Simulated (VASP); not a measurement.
# Gd (Im-3m) in VASP: further runs

Runs on Gd. Level: r2SCAN. Tasks: single point, relaxation of cell and atoms.

Everything below comes from runs of VASP 6.6.1. Logs are shortened: lines on timing, memory, paths and dates and some standing lists are left out, and cuts for length are marked.

**1. The cell of the first run**

The structure is cubic, space group Im-3m (No. 229). The conventional cell has a = 4.059 Å, b = 4.059 Å, c = 4.059 Å, α = 90.00°, β = 90.00°, γ = 90.00°. Gd (site symmetry m-3m) has 14 Gd at 3.52 to 4.06 Å within 4.6 Å.

This isn't the form of Gd at room conditions, which is hcp.

**2. Single point, r2SCAN, collinear spin, ferromagnetic start**

File POSCAR:

```
Gd
1.0
   -2.0294741575      2.0294741575      2.0294741575
    2.0294741575     -2.0294741575      2.0294741575
    2.0294741575      2.0294741575     -2.0294741575
Gd
1
Direct
    0.0000000000      0.0000000000      0.0000000000
```

File INCAR.step1:

```
SYSTEM = Gd
  PREC = Accurate
  ENCUT = 520
  ISMEAR = 1
  SIGMA = 0.05
  LREAL = .FALSE.
  LASPH = .TRUE.
  NELM = 150
  ISPIN = 2
  MAGMOM = 7
  LMAXMIX = 6
  NBANDS = 19
  GGA = PE
  ALGO = Normal
  EDIFF = 1E-4
  LWAVE = .TRUE.
  LCHARG = .FALSE.
```

File INCAR.step2:

```
SYSTEM = Gd
  PREC = Accurate
  ENCUT = 520
  EDIFF = 1E-7
  ISMEAR = 1
  SIGMA = 0.05
  LREAL = .FALSE.
  LASPH = .TRUE.
  NELM = 150
  ALGO = Normal
  ISIF = 2
  LWAVE = .FALSE.
  LCHARG = .FALSE.
  ISPIN = 2
  MAGMOM = 7
  LORBIT = 11
  LMAXMIX = 6
  METAGGA = R2SCAN
  LMIXTAU = .TRUE.
  NBANDS = 19
  ISTART = 1
```

File KPOINTS:

```
regular mesh
0
G
  8 8 8
  0 0 0
```

Potentials or basis: VASP PAW PBE potentials, release 64 (Gd).

On the command line:

```
$ cat potpaw_PBE.64/Gd/POTCAR > POTCAR
$ cp INCAR.step1 INCAR
$ mpirun -np 1 vasp_std > vasp.out
$ cp INCAR.step2 INCAR
$ mpirun -np 1 vasp_std > vasp.out
```

OUTCAR:

```text
SYSTEM = Gd
   PREC = Accurate
   ENCUT = 520
   EDIFF = 1E-7
   ISMEAR = 1
   LREAL = .FALSE.
   LASPH = .TRUE.
   NELM = 150
   ISIF = 2
   ISPIN = 2
   LORBIT = 11
   METAGGA = R2SCAN
   ISTART = 1

 ion  position               nearest neighbor table
   1  0.000  0.000  0.000-

  LATTYP: Found a body centered cubic cell.
 ALAT       =     4.0589483150

  Lattice vectors:

 A1 = (  -2.0294741575,   2.0294741575,   2.0294741575)
 A2 = (   2.0294741575,  -2.0294741575,   2.0294741575)
 A3 = (   2.0294741575,   2.0294741575,  -2.0294741575)

Analysis of symmetry for initial positions (statically):
=====================================================================
 Subroutine PRICEL returns:
 Original cell was already a primitive cell.

 Routine SETGRP: Setting up the symmetry group for a
 body centered cubic supercell.

 Subroutine GETGRP returns: Found 48 space group operations
 (whereof 48 operations were pure point group operations)
 out of a pool of 48 trial point group operations.

The static configuration has the point symmetry O_h .

Analysis of symmetry for dynamics (positions and initial velocities):
=====================================================================
 Subroutine PRICEL returns:
 Original cell was already a primitive cell.

 Routine SETGRP: Setting up the symmetry group for a
 body centered cubic supercell.

 Subroutine GETGRP returns: Found 48 space group operations
 (whereof 48 operations were pure point group operations)
 out of a pool of 48 trial point group operations.

The dynamic configuration has the point symmetry O_h .

Analysis of structural, dynamic, and magnetic symmetry:
=====================================================================
 Subroutine PRICEL returns:
 Original cell was already a primitive cell.

 Routine SETGRP: Setting up the symmetry group for a
 body centered cubic supercell.

 Subroutine GETGRP returns: Found 48 space group operations
 (whereof 48 operations were pure point group operations)
 out of a pool of 48 trial point group operations.

The overall configuration has the point symmetry O_h .

 Subroutine INISYM returns: Found 48 space group operations
 (whereof 48 operations are pure point group operations),
 and found     1 'primitive' translations

----------------------------------------------------------------------------------------

                                     Primitive cell

  volume of cell :      33.4357

  direct lattice vectors                    reciprocal lattice vectors
    -2.029474158  2.029474158  2.029474158     0.000000000  0.246369237  0.246369237
     2.029474158 -2.029474158  2.029474158     0.246369237  0.000000000  0.246369237
     2.029474158  2.029474158 -2.029474158     0.246369237  0.246369237  0.000000000

  length of vectors
     3.515152353  3.515152353  3.515152353     0.348418717  0.348418717  0.348418717

  position of ions in fractional coordinates (direct lattice)
     0.000000000  0.000000000  0.000000000

  ion indices of the primitive-cell ions
   primitive index   ion index
                 1           1

----------------------------------------------------------------------------------------

 KPOINTS: regular mesh

Automatic generation of k-mesh.
 Grid dimensions read from file:
 generate k-points for:    8    8    8

 Generating k-lattice:

  Cartesian coordinates                     Fractional coordinates (reciprocal lattice)
     0.000000000  0.030796155  0.030796155     0.125000000  0.000000000  0.000000000
     0.030796155  0.000000000  0.030796155     0.000000000  0.125000000  0.000000000
     0.030796155  0.030796155  0.000000000     0.000000000  0.000000000  0.125000000

  Length of vectors
     0.043552340  0.043552340  0.043552340

  Shift w.r.t. Gamma in fractional coordinates (k-lattice)
     0.000000000  0.000000000  0.000000000

 Subroutine IBZKPT returns following result:
 ===========================================

 Found     29 irreducible k-points:

 Following reciprocal coordinates:
            Coordinates               Weight
  0.000000  0.000000  0.000000      1.000000
  0.125000  0.000000  0.000000     12.000000
  0.250000  0.000000  0.000000     12.000000
  0.375000  0.000000  0.000000     12.000000
  0.500000  0.000000  0.000000      6.000000
  0.125000  0.125000  0.000000     24.000000
[... 16 lines left out ...]
 -0.250000  0.250000  0.250000      6.000000
 -0.375000  0.375000  0.250000     24.000000
 [... further k-points ...]
   k-points           NKPTS =     29   k-points in BZ     NKDIM =     29   number of bands    NBANDS=     19
   number of dos      NEDOS =    301   number of ions     NIONS =      1
   total plane-waves  NPLWV =  21952
   dimension x,y,z NGX =    28 NGY =   28 NGZ =   28
   dimension x,y,z NGXF=    56 NGYF=   56 NGZF=   56
   ions per type =               1
   NGX,Y,Z   is equivalent  to a cutoff of  13.24, 13.24, 13.24 a.u.
   NGXF,Y,Z  is equivalent  to a cutoff of  26.48, 26.48, 26.48 a.u.
 SYSTEM =  Gd
   PREC   = accura    normal or accurate (medium, high low for compatibility)
   ISTART =      1    job   : 0-new  1-cont  2-samecut
   ICHARG =      0    charge: 1-file 2-atom 10-const
   ISPIN  =      2    spin polarized calculation?
   LNONCOLLINEAR =      F non collinear calculations
   LSORBIT =      F    spin-orbit coupling
   LASPH  =      T    aspherical Exc in radial PAW
   ENCUT  =  520.0 eV  38.22 Ry    6.18 a.u.   6.54  6.54  6.54*2*pi/ulx,y,z
   NELM   =    150;   NELMIN=  2; NELMDL=  0     # of ELM steps
   EDIFF  = 0.1E-06   stopping-criterion for ELM
   LREAL  =      F    real-space projection
   EDIFFG = 0.1E-05   stopping-criterion for IOM
   NSW    =      0    number of steps for IOM
   IBRION =     -1    ionic relax: 0-MD 1-quasi-New 2-CG
   NFREE  =      0    steps in history (QN), initial steepest desc. (CG)
   ISIF   =      2    stress and relaxation
   ISYM   =      2    0-nonsym 1-usesym 2-fastsym
   POTIM  = 0.5000    time-step for ionic-motion
   TEBEG  =    0.0;   TEEND  =   0.0 temperature during run
   PSTRESS=    0.0 pullay stress
   NELECT =      18.0000    total number of electrons
   NUPDOWN=      -1.0000    fix difference up-down
   EMIN   =  10.00;   EMAX   =-10.00  energy-range for DOS
   EFERMI =   0.00;   METHOD = LEGACY
[... 22 lines left out ...]
   NGX = 13   NGY = 13   NGZ = 13

 number of electron      18.0000009 magnetization       7.9624236

 Free energy of the ion-electron system (eV)
  ---------------------------------------------------
  ext. energy  EPLUGINS =         0.00000000
  ---------------------------------------------------
  free energy    TOTEN  =       -40.95585643 eV

  energy without entropy =      -40.95566348  energy(sigma->0) =      -40.95579211

 E-fermi :   2.8579     XC(G=0): -10.6070

 val. band max:        2.8577298688   @ k =  -0.2500   0.2500   0.2500
 cond. band min:       2.8869407881   @ k =   0.2500   0.2500   0.0000
 fundamental gap:      0.0292109192
 Fermi energy:         2.8579191413

 spin component 1

 k-point     1 :       0.0000    0.0000    0.0000
  band No.  band energies     occupation
      1     -44.3204      1.00000
      2     -20.6518      1.00000
      3     -20.6518      1.00000
      4     -20.6517      1.00000
      5      -2.8798      1.00000
      6      -2.8798      1.00000
[... 11 lines left out ...]
     18      13.5592      0.00000
     19      13.5592      0.00000

 k-point     2 :       0.1250    0.0000    0.0000
  band No.  band energies     occupation
      1     -44.3106      1.00000
      2     -20.7582      1.00000
      3     -20.6843      1.00000
      4     -20.6523      1.00000
      5      -2.8748      1.00000
      6      -2.8696      1.00000
[... 11 lines left out ...]
     18      13.9304      0.00000
     19      14.3778      0.00000

 k-point     3 :       0.2500    0.0000    0.0000
  band No.  band energies     occupation
      1     -44.2869      1.00000
      2     -21.0058      1.00000
      3     -20.7618      1.00000
      4     -20.6537      1.00000
      5      -2.8663      1.00000
      6      -2.8424      1.00000
[... 11 lines left out ...]
     18      13.6659      0.00000
     19      14.6749      0.00000

 k-point     4 :       0.3750    0.0000    0.0000
  band No.  band energies     occupation
      1     -44.2631      1.00000
      2     -21.2414      1.00000
      3     -20.8379      1.00000
      4     -20.6552      1.00000
      5      -2.8650      1.00000
      6      -2.8322      1.00000
[... 407 lines left out ...]
     18      12.0866      0.00000
     19      12.0866      0.00000

 k-point    23 :      -0.2500    0.2500    0.2500
  band No.  band energies     occupation
      1     -44.2579      1.00000
      2     -21.0193      1.00000
      3     -20.8816      1.00000
      4     -20.8815      1.00000
      5      -2.8419      1.00000
      6      -2.8242      1.00000
[... 11 lines left out ...]
     18      13.2566      0.00000
     19      16.3839      0.00000

 k-point    24 :      -0.3750    0.3750    0.2500
  band No.  band energies     occupation
      1     -44.2372      1.00000
      2     -21.1595      1.00000
      3     -20.9642      1.00000
      4     -20.9023      1.00000
      5      -2.8537      1.00000
      6      -2.8338      1.00000
[... 11 lines left out ...]
     18      12.7968      0.00000
     19      14.2874      0.00000

 [... further k-points ...]

 spin component 2

 k-point     1 :       0.0000    0.0000    0.0000
  band No.  band energies     occupation
      1     -40.3779      1.00000
      2     -17.7697      1.00000
      3     -17.7697      1.00000
      4     -17.7697      1.00000
      5      -1.1392      1.00000
      6       4.2291      0.00000
[... 11 lines left out ...]
     18      15.0521      0.00000
     19      15.0521      0.00000

 k-point     2 :       0.1250    0.0000    0.0000
  band No.  band energies     occupation
      1     -40.3653      1.00000
      2     -17.9010      1.00000
      3     -17.8082      1.00000
      4     -17.7713      1.00000
      5      -0.6702      1.00000
      6       4.1684      0.00000
[... 11 lines left out ...]
     18      15.4368      0.00000
     19      15.8552      0.00000

 k-point     3 :       0.2500    0.0000    0.0000
  band No.  band energies     occupation
      1     -40.3346      1.00000
      2     -18.2034      1.00000
      3     -17.8998      1.00000
      4     -17.7754      1.00000
      5       0.4850      1.00000
      6       3.9858      0.00000
[... 11 lines left out ...]
     18      15.1975      0.00000
     19      16.5042      0.00000

 k-point     4 :       0.3750    0.0000    0.0000
  band No.  band energies     occupation
      1     -40.3038      1.00000
      2     -18.4883      1.00000
      3     -17.9894      1.00000
      4     -17.7797      1.00000
      5       1.4467      1.00000
      6       4.0415      0.00000
[... 407 lines left out ...]
     18      13.8034      0.00000
     19      13.8034      0.00000

 k-point    23 :      -0.2500    0.2500    0.2500
  band No.  band energies     occupation
      1     -40.2977      1.00000
      2     -18.2236      1.00000
      3     -18.0421      1.00000
      4     -18.0421      1.00000
      5       1.7597      1.00000
      6       3.4528     -0.00000
[... 11 lines left out ...]
     18      14.6240      0.00000
     19      18.3303      0.00000

 k-point    24 :      -0.3750    0.3750    0.2500
  band No.  band energies     occupation
      1     -40.2713      1.00000
      2     -18.3845      1.00000
      3     -18.1398      1.00000
      4     -18.0704      1.00000
      5       2.4552      1.00000
      6       2.9745     -0.00237
[... 11 lines left out ...]
     18      14.6243      0.00000
     19      16.2852      0.00000

 [... further k-points ...]

------------------------ aborting loop because EDIFF is reached ----------------------------------------

  FORCE on cell =-STRESS in cart. coord.  units (eV):
  Direction    XX          YY          ZZ          XY          YZ          ZX
  --------------------------------------------------------------------------------------
  -------------------------------------------------------------------------------------
  Total       -0.0101606     -0.0101606     -0.0101606     -0.0000000     -0.0000000     -0.0000000
  in kB       -0.4868759     -0.4868759     -0.4868759     -0.0000000     -0.0000000     -0.0000000
  external PRESSURE =      -0.4868759 kB  Pullay stress =       0.0000000 kB

 VOLUME and BASIS-vectors are now :
 -----------------------------------------------------------------------------
  energy-cutoff  :      520.00
  volume of cell :       33.44
      direct lattice vectors                 reciprocal lattice vectors
    -2.029474158  2.029474158  2.029474158     0.000000000  0.246369237  0.246369237
     2.029474158 -2.029474158  2.029474158     0.246369237  0.000000000  0.246369237
     2.029474158  2.029474158 -2.029474158     0.246369237  0.246369237  0.000000000

 POSITION                                       TOTAL-FORCE (eV/Angst)
 -----------------------------------------------------------------------------------
      0.00000      0.00000      0.00000        -0.000000      0.000000     -0.000000
 -----------------------------------------------------------------------------------
    total drift:                               -0.000000     -0.000000     -0.000000

  FREE ENERGIE OF THE ION-ELECTRON SYSTEM (eV)
  ---------------------------------------------------
  free  energy   TOTEN  =       -40.9558564270 eV

  energy  without entropy=      -40.9556634759  energy(sigma->0) =      -40.95579211

 total charge

# of ion       s       p       d       f       tot
--------------------------------------------------
    1        2.074   5.597   0.596   6.926  15.193

 magnetization (x)

# of ion       s       p       d       f       tot
--------------------------------------------------
    1       -0.000  -0.098   0.298   6.900   7.101
```

It took 1.8 min on 1 thread of Intel Xeon 6975P-C (Granite Rapids), shared host; peak memory 0.2 GiB.

Results:

```yaml
Free_energy: -40.9559 eV
Pressure: 0.0 GPa
Band_gap_on_the_k_mesh: zero (filled and empty bands overlap)
Net_moment: 7.96 μB per cell
Site_moments: Gd +7.10 μB
Valence_electrons_inside_the_program's_atomic_spheres: Gd 15.19
```

Levels at points of the mesh, in eV from the Fermi level:
Spin up:
```
           k point  band 11  band 12  band 13  band 14  band 15  band 16
(0.00, 0.00, 0.00)    -5.59    -5.52     1.40     1.40     1.40     3.62
(0.50, 0.00, 0.00)    -5.60    -2.63    -0.31     0.77     3.54     4.30
(0.50, 0.50, 0.50)    -5.61    -2.13    -2.13     5.54     5.54     5.54
```
Spin down:
| k point | band 2 | band 3 | band 4 | band 5 | band 6 | band 7 | band 8 | band 9 |
| --- | --- | --- | --- | --- | --- | --- | --- | --- |
| (0.00, 0.00, 0.00) | -20.63 | -20.63 | -20.63 | -4.00 | 1.37 | 1.37 | 1.37 | 1.70 |
| (0.50, 0.00, 0.00) | -21.46 | -20.88 | -20.64 | -1.23 | 1.23 | 1.33 | 1.36 | 1.52 |
| (0.50, 0.50, 0.50) | -21.19 | -21.19 | -21.19 | -0.99 | -0.99 | 1.43 | 1.50 | 1.50 |

Caveat: the PAW data sets were made with another functional, which shifts forces and pressure a little; spin-orbit coupling is left out, which moves the levels of the heavy elements; semilocal functionals describe open f shells poorly, which spoils levels, moments and volumes.

**3. Relaxation of cell and atoms, r2SCAN, collinear spin, ferromagnetic start**

This run uses another cell than the first one, of 33.22 Å³/atom.

File POSCAR:

```
Gd
1.0
   -2.0250000000      2.0250000000      2.0250000000
    2.0250000000     -2.0250000000      2.0250000000
    2.0250000000      2.0250000000     -2.0250000000
Gd
1
Direct
    0.0000000000      0.0000000000      0.0000000000
```

File INCAR.step1:

```
ALGO     = Normal         # electronic algorithm
EDIFF    = 1E-4           # SCF threshold, eV
ENCUT    = 600            # plane-wave cutoff, eV
GGA      = PE             # functional
ISMEAR   = 1              # smearing method
ISPIN    = 2              # spin polarisation
LASPH    = True           # aspherical terms in the spheres
LCHARG   = False          # write CHGCAR
LMAXMIX  = 6              # l up to which the mixer works
LREAL    = False          # projectors in reciprocal space
LWAVE    = True           # write WAVECAR
MAGMOM   = 7              # initial moments
NELM     = 150            # most SCF steps
PREC     = Accurate       # precision mode
SIGMA    = 0.05           # smearing width, eV
```

File INCAR.step2:

```
ALGO     = Normal         # electronic algorithm
EDIFF    = 1E-6           # SCF threshold, eV
EDIFFG   = -0.03          # ionic threshold
ENCUT    = 600            # plane-wave cutoff, eV
IBRION   = 2              # ionic algorithm
ISIF     = 3              # what is computed and relaxed
ISMEAR   = 1              # smearing method
ISPIN    = 2              # spin polarisation
ISTART   = 1            
LASPH    = True           # aspherical terms in the spheres
LCHARG   = False          # write CHGCAR
LMAXMIX  = 6              # l up to which the mixer works
LMIXTAU  = True         
LORBIT   = 11             # projections on sites
LREAL    = False          # projectors in reciprocal space
LWAVE    = False          # write WAVECAR
MAGMOM   = 7              # initial moments
METAGGA  = R2SCAN         # meta-GGA
NELM     = 150            # most SCF steps
NSW      = 80             # ionic steps
PREC     = Accurate       # precision mode
SIGMA    = 0.05           # smearing width, eV
```

File KPOINTS:

```
k-points
0
Gamma
  8 8 8
```

Potentials or basis: VASP PAW PBE potentials, release 64 (Gd).

On the command line:

```
$ cat potpaw_PBE.64/Gd/POTCAR > POTCAR
$ cp INCAR.step1 INCAR
$ mpirun -np 1 vasp_std > vasp.out
$ cp INCAR.step2 INCAR
$ mpirun -np 1 vasp_std > vasp.out
```

It took 2.1 min on 1 thread of Intel Xeon 6975P-C (Granite Rapids), shared host; peak memory 0.21 GiB.

The run converged. Its results:

```yaml
Free_energy: -40.9579 eV
Relaxed_volume: 33.45 Å³/atom
Relaxed_cell: a = 3.516 Å, b = 3.516 Å, c = 3.516 Å, α = 109.47°, β = 109.47°, γ = 109.47°
Space_group_after_relaxing_to_0.1_Å: Im-3m (No. 229)
Energy_gained_by_relaxing: 0.1 meV/atom
Ionic_steps: 2
Pressure_after_relaxing: -0.1 GPa
Band_gap_on_the_k_mesh: zero (filled and empty bands overlap)
Net_moment: 7.96 μB per cell
Site_moments: Gd +7.10 μB
Valence_electrons_inside_the_program's_atomic_spheres: Gd 15.19
```

Step by step:
| step | energy change (eV) | largest force (eV/Å) | pressure (GPa) | volume (Å³) |
| --- | --- | --- | --- | --- |
| 1 | 0.0000 | 0.0000 | 0.24 | 33.22 |
| 2 | -0.0001 | 0.0000 | -0.07 | 33.45 |

Final structure:
```cif
data_structure
_symmetry_space_group_name_H-M 'P 1'
_symmetry_Int_Tables_number 1
_cell_length_a 3.5158
_cell_length_b 3.5158
_cell_length_c 3.5158
_cell_angle_alpha 109.471
_cell_angle_beta 109.471
_cell_angle_gamma 109.471
_cell_volume 33.45
loop_
_atom_site_label
_atom_site_type_symbol
_atom_site_fract_x
_atom_site_fract_y
_atom_site_fract_z
_atom_site_occupancy
Gd1 Gd 0.00000 0.00000 0.00000 1
```

Levels at points of the mesh, in eV from the Fermi level:
Spin up:
```csv
k point,band 11,band 12,band 13,band 14,band 15,band 16
"(0.00, 0.00, 0.00)",-5.59,-5.51,1.39,1.39,1.39,3.62
"(0.50, 0.00, 0.00)",-5.60,-2.63,-0.31,0.77,3.54,4.30
"(0.50, 0.50, 0.50)",-5.61,-2.13,-2.13,5.53,5.53,5.53
```
Spin down:
```csv
k point,band 1,band 2,band 3,band 4,band 5,band 6,band 7,band 8,band 9,band 10
"(0.00, 0.00, 0.00)",-43.24,-20.63,-20.63,-20.63,-4.00,1.37,1.37,1.37,1.71,1.71
"(0.50, 0.00, 0.00)",-43.15,-21.46,-20.89,-20.64,-1.23,1.23,1.34,1.37,1.52,1.64
"(0.50, 0.50, 0.50)",-43.09,-21.19,-21.19,-21.19,-0.98,-0.98,1.43,1.50,1.50,1.50
```

Caveat: the PAW data sets were made with another functional, which shifts forces and pressure a little; spin-orbit coupling is left out, which moves the levels of the heavy elements; semilocal functionals describe open f shells poorly, which spoils levels, moments and volumes. The state reached can hang on the start; a lower one may exist.

The gap in the log of VASP goes by the Fermi energy; the results here count the filled bands.